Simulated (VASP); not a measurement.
# P in VASP: notebook

P is run at these levels: PBE+D3(BJ); tasks: single point.

Program: VASP 6.6.1. These are calculated values, not measurements. Logs are shortened: lines on timing, memory, paths and dates and some standing lists are left out, and cuts for length are marked.

## 1. The cell of the first run

The cell holds a slab with vacuum, 8 atoms: a = 3.296 Å, b = 4.439 Å, c = 21.746 Å, α = 90.00°, β = 90.00°, γ = 90.00°.

## 2. Single point, PBE+D3(BJ) (layers slid over each other)

INCAR reads:

```
SYSTEM = P
PREC = Accurate
ENCUT = 520
EDIFF = 1E-6
ISMEAR = 0
SIGMA = 0.05
LREAL = .False.
LASPH = .True.
NELM = 80
ALGO = Normal
ISIF = 2
LWAVE = .False.
LCHARG = .False.
LDIPOL = .True.
IDIPOL = 3
DIPOL = 0.5 0.5 0.390
GGA = PE
IVDW = 12
NBANDS = 30
```

KPOINTS reads:

```
Automatic mesh
0
Gamma
  8 6 1
  0 0 0
```

POSCAR reads:

```
P
1.0
    3.2961869629      0.0000000000      0.0000000000
    0.0000000000      4.4391557027      0.0000000000
    0.0000000000      0.0000000000     21.7461973615
P
8
Direct
    0.5000000000      0.9174951453      0.2069327306
    0.0000000000      0.5825048547      0.2069327306
    0.5000000000      0.0825048547      0.3045635322
    0.0000000000      0.4174951453      0.3045635322
    0.7500000000      0.0825048547      0.4751680723
    1.2500000000      0.4174951453      0.4751680723
    0.7500000000      0.9174951453      0.5727988740
    1.2500000000      0.5825048547      0.5727988740
```

Potentials or basis: VASP PAW PBE potentials, release 64 (P).

Run with:

```sh
$ cat potpaw_PBE.64/P/POTCAR > POTCAR
$ mpirun -np 1 vasp_std > vasp.out
```

OUTCAR:

```text
SYSTEM = P
   PREC = Accurate
   ENCUT = 520
   EDIFF = 1E-6
   ISMEAR = 0
   LREAL = .False.
   LASPH = .True.
   NELM = 80
   ISIF = 2
   GGA = PE
   IVDW = 12
 IVDW          = 12

 ion  position               nearest neighbor table
   1  0.500  0.917  0.207-   2 2.22   2 2.22   3 2.25
   2  0.000  0.583  0.207-   1 2.22   1 2.22   4 2.25
   3  0.500  0.083  0.305-   4 2.22   4 2.22   1 2.25
   4  0.000  0.417  0.305-   3 2.22   3 2.22   2 2.25
   5  0.750  0.083  0.475-   6 2.22   6 2.22   7 2.25
   6  0.250  0.417  0.475-   5 2.22   5 2.22   8 2.25
   7  0.750  0.917  0.573-   8 2.22   8 2.22   5 2.25
   8  0.250  0.583  0.573-   7 2.22   7 2.22   6 2.25

  LATTYP: Found a simple orthorhombic cell.
 ALAT       =     3.2961869629
 B/A-ratio  =     1.3467548269
 C/A-ratio  =     6.5973798229

  Lattice vectors:

 A1 = (   3.2961869629,   0.0000000000,   0.0000000000)
 A2 = (   0.0000000000,   4.4391557027,   0.0000000000)
 A3 = (   0.0000000000,   0.0000000000,  21.7461973615)

Analysis of symmetry for initial positions (statically):
=====================================================================
 Subroutine PRICEL returns:
 Original cell was already a primitive cell.

 Routine SETGRP: Setting up the symmetry group for a
 simple orthorhombic supercell.

 Subroutine GETGRP returns: Found  4 space group operations
 (whereof  1 operations were pure point group operations)
 out of a pool of  8 trial point group operations.

The static configuration has the point symmetry C_1 .
 The point group associated with its full space group is C_2h.

Analysis of symmetry for dynamics (positions and initial velocities):
=====================================================================
 Subroutine PRICEL returns:
 Original cell was already a primitive cell.

 Routine SETGRP: Setting up the symmetry group for a
 simple orthorhombic supercell.

 Subroutine GETGRP returns: Found  4 space group operations
 (whereof  1 operations were pure point group operations)
 out of a pool of  8 trial point group operations.

The dynamic configuration has the point symmetry C_1 .
 The point group associated with its full space group is C_2h.

 Subroutine INISYM returns: Found  4 space group operations
 (whereof  1 operations are pure point group operations),
 and found     1 'primitive' translations

[... 110 lines left out ...]
   TEBEG  =    0.0;   TEEND  =   0.0 temperature during run
   PSTRESS=    0.0 pullay stress
   NELECT =      40.0000    total number of electrons
   NUPDOWN=      -1.0000    fix difference up-down
   EMIN   =  10.00;   EMAX   =-10.00  energy-range for DOS
   EFERMI =   0.00;   METHOD = LEGACY
   ISMEAR =     0;   SIGMA  =   0.05  broadening in eV -4-tet -1-fermi 0-gaus
   EFERMI_NEDOS =   21; number of points for ismear=-14 and -15
   IALGO  =     38    algorithm
   IMIX   =      4    mixing-type and parameters
     AMIX     =   0.40;   BMIX     =  1.00
     AMIX_MAG =   1.60;   BMIX_MAG =  1.00
  volume/ion in A,a.u.               =      39.77       268.41
  Fermi-wavevector in a.u.,A,eV,Ry     =   0.820093  1.549751  9.150627  0.672552
  Thomas-Fermi vector in A             =   1.931014
   LORBIT       =      0    0 simple, 1 ext, 2 COOP (PROOUT), +10 PAW based schemes
   GGA     = PE    functional components
   LHFCALC =     F    Hartree Fock is set to
   AEXX    =    0.0000 exact exchange contribution
   IVDW    =    12    specifies the selected vdW correction
   LEPSILON=     F    determine dielectric tensor
   LRPA    =     F    only Hartree local field effects (RPA)
 non-spin polarized calculation
 Gauss-broadening in eV      SIGMA  =   0.05
  energy-cutoff  :      520.00
  volume of cell :      318.20
 maximum number of plane-waves:      8606
 NGX is ok and might be reduce to    28
   NGX = 13   NGY = 17   NGZ = 81

 dipolmoment           0.000000      0.000000      0.000020 electrons x Angstroem

 number of electron      39.9999998 magnetization

 dipolmoment           0.000000      0.000000     -0.000001 electrons x Angstroem

 Free energy of the ion-electron system (eV)
  ---------------------------------------------------
  ext. energy  EPLUGINS =         0.00000000
  ---------------------------------------------------
  free energy    TOTEN  =       -42.88905959 eV

  energy without entropy =      -42.88890348  energy(sigma->0) =      -42.88898153

 E-fermi :   0.5974     XC(G=0):  -5.3072

 val. band max:        0.5262710076   @ k =   0.0000   0.0000   0.0000
 cond. band min:       0.6684275176   @ k =   0.0000   0.0000   0.0000
 fundamental gap:      0.1421565100
 Fermi energy:         0.5973664565

 k-point     1 :       0.0000    0.0000    0.0000
  band No.  band energies     occupation
      1     -14.8405      2.00000
      2     -14.7962      2.00000
      3     -12.2745      2.00000
      4     -12.1483      2.00000
      5      -8.7023      2.00000
      6      -8.6783      2.00000
[... 649 lines left out ...]
     29       5.7923      0.00000
     30       5.7984      0.00000

------------------------ aborting loop because EDIFF is reached ----------------------------------------

 vacuum level on the upper side and lower side of the slab       (xc-potential included)        -0.146        -0.147

 Edisp (eV)   -2.28297

 E8    (eV) :    -0.8940

  FORCE on cell =-STRESS in cart. coord.  units (eV):
  Direction    XX          YY          ZZ          XY          YZ          ZX
  --------------------------------------------------------------------------------------
  -------------------------------------------------------------------------------------
  Total      -0.54442    -0.64158    -0.96616     0.00000     0.00000     0.23352
  in kB      -2.74125    -3.23046    -4.86479     0.00000     0.00000     1.17580
  external pressure =       -3.61 kB  Pullay stress =        0.00 kB

 VOLUME and BASIS-vectors are now :
 -----------------------------------------------------------------------------
  energy-cutoff  :      520.00
  volume of cell :      318.20
      direct lattice vectors                 reciprocal lattice vectors
     3.296186963  0.000000000  0.000000000     0.303380849  0.000000000  0.000000000
     0.000000000  4.439155703  0.000000000     0.000000000  0.225268062  0.000000000
     0.000000000  0.000000000 21.746197361     0.000000000  0.000000000  0.045985051

 POSITION                                       TOTAL-FORCE (eV/Angst)
 -----------------------------------------------------------------------------------
      1.64809      4.07290      4.50000        -0.008185     -0.023037      0.051529
      0.00000      2.58583      4.50000        -0.008185      0.023037      0.051529
      1.64809      0.36625      6.62310        -0.014017      0.002652      0.012777
      0.00000      1.85333      6.62310        -0.014017     -0.002652      0.012777
      2.47214      0.36625     10.33310         0.014017      0.002652     -0.012777
      0.82405      1.85333     10.33310         0.014017     -0.002652     -0.012777
      2.47214      4.07290     12.45620         0.008185     -0.023037     -0.051529
      0.82405      2.58583     12.45620         0.008185      0.023037     -0.051529
 -----------------------------------------------------------------------------------
    total drift:                               -0.000000     -0.000000      0.000002

  FREE ENERGIE OF THE ION-ELECTRON SYSTEM (eV)
  ---------------------------------------------------
  free  energy   TOTEN  =       -45.1720338610 eV

  energy  without entropy=      -45.1718777468  energy(sigma->0) =      -45.17195580

 vacuum level on the upper side and lower side of the slab         5.151         5.150
```

OSZICAR:

```text
N       E                     dE             d eps       ncg     rms          rms(c)
DAV:   1     0.230617475331E+03    0.23062E+03   -0.14731E+04  1200   0.104E+03
DAV:   2    -0.179868843338E+02   -0.24860E+03   -0.24029E+03  1670   0.188E+02
DAV:   3    -0.424879795619E+02   -0.24501E+02   -0.24203E+02  1454   0.627E+01
[... 12 lines left out ...]
DAV:  16    -0.428889413069E+02   -0.22529E-04   -0.40031E-06  1326   0.601E-03    0.104E-02
DAV:  17    -0.428889946441E+02   -0.53337E-04   -0.20024E-06  1154   0.394E-03    0.143E-03
DAV:  18    -0.428890439997E+02   -0.49356E-04   -0.28667E-06  1212   0.417E-03    0.324E-03
DAV:  19    -0.428890556462E+02   -0.11647E-04   -0.65017E-07  1170   0.195E-03    0.274E-03
DAV:  20    -0.428890589051E+02   -0.32588E-05   -0.14921E-07  1042   0.101E-03    0.957E-04
DAV:  21    -0.428890595904E+02   -0.68533E-06   -0.29346E-08   978   0.527E-04
   1 F= -.45172034E+02 E0= -.45171956E+02  d E =-.156114E-03
```

stdout:

```text
POSCAR found type information on POSCAR P
 POSCAR found :  1 types and       8 ions
 scaLAPACK will be used
 LDA part: xc-table for (Slater+PW92), standard interpolation
 POSCAR, INCAR and KPOINTS ok, starting setup
 FFT: planning ... GRIDC
 FFT: planning ... GRID_SOFT
 FFT: planning ... GRID
 WAVECAR not read
 entering main loop
```

Run time: 9 min. Hardware: 1 thread of Intel Xeon 8259CL, shared host; peak memory 0.45 GiB.

Results:

```yaml
Free_energy: -45.1720 eV
Largest_force: 0.057 eV/Å
Band_gap_on_the_k_mesh: 0.14 eV
Dispersion_energy_per_atom: -0.285 eV
```

Forces on the atoms (eV/Å):
```
P   -0.008 -0.023  0.052
P   -0.008  0.023  0.052
P   -0.014  0.003  0.013
P   -0.014 -0.003  0.013
P    0.014  0.003 -0.013
P    0.014 -0.003 -0.013
P    0.008 -0.023 -0.052
P    0.008  0.023 -0.052
```

Caveat: the cell differs from its parent crystal (layers slid over each other); semilocal functionals underestimate gaps, and a narrow one can read as zero.

## 3. Single point, PBE+D3(BJ) (layers slid over each other)

INCAR reads:

```
SYSTEM = P
ALGO = Normal
DIPOL = 0.5 0.5 0.390
EDIFF = 1E-7
ENCUT = 520
GGA = PE
IDIPOL = 3
ISIF = 2
ISMEAR = 0
IVDW = 12
LASPH = .TRUE.
LCHARG = .FALSE.
LDIPOL = .TRUE.
LREAL = .FALSE.
LWAVE = .FALSE.
NBANDS = 30
NELM = 100
PREC = Accurate
SIGMA = 0.05
```

KPOINTS reads:

```
k-points
0
G
  8 6 1
  0 0 0
```

POSCAR reads:

```
P
1.0
    3.2961869629      0.0000000000      0.0000000000
    0.0000000000      4.4391557027      0.0000000000
    0.0000000000      0.0000000000     21.7461973615
P
8
Direct
    0.5000000000      0.9174951453      0.2069327306
    0.0000000000      0.5825048547      0.2069327306
    0.5000000000      0.0825048547      0.3045635322
    0.0000000000      0.4174951453      0.3045635322
    0.8750000000      0.0825048547      0.4751680723
    1.3750000000      0.4174951453      0.4751680723
    0.8750000000      0.9174951453      0.5727988740
    1.3750000000      0.5825048547      0.5727988740
```

Potentials or basis: VASP PAW PBE potentials, release 64 (P).

Run with:

```sh
$ cat potpaw_PBE.64/P/POTCAR > POTCAR
$ mpirun -np 1 vasp_std > vasp.out
```

Run time: 2.9 min. Hardware: 1 thread of Intel Xeon 6975P-C (Granite Rapids), shared host; peak memory 0.42 GiB.

It converged, with:

```yaml
Free_energy: -45.1883 eV
Largest_force: 0.061 eV/Å
Band_gap_on_the_k_mesh: 0.16 eV
Dispersion_energy_per_atom: -0.285 eV
```

Forces in eV/Å, atoms in the order of the input:
```
P   -0.006 -0.025  0.056
P   -0.006  0.025  0.056
P   -0.010  0.007  0.032
P   -0.010 -0.007  0.032
P    0.010  0.007 -0.032
P    0.010 -0.007 -0.032
P    0.006 -0.025 -0.056
P    0.006  0.025 -0.056
```

Levels at points of the mesh, in eV from the valence-band top:
```tsv
k point	band 16	band 17	band 18	band 19	band 20	band 21	band 22	band 23	band 24	band 25
(0.00, 0.00, 0.00)	-1.96	-1.92	-1.82	-0.38	0.00	0.16	1.15	1.36	1.42	2.51
(0.50, 0.00, 0.00)	-2.89	-2.38	-2.38	-2.07	-2.07	1.07	1.07	1.16	1.16	1.69
(0.00, 0.50, 0.00)	-2.72	-1.37	-1.23	-1.20	-1.01	1.86	1.86	1.96	2.01	3.07
(0.50, 0.50, 0.00)	-5.00	-1.61	-1.61	-1.41	-1.41	1.89	1.89	2.60	2.60	4.08
```

Caveat: the cell differs from its parent crystal (layers slid over each other); semilocal functionals underestimate gaps, and a narrow one can read as zero.
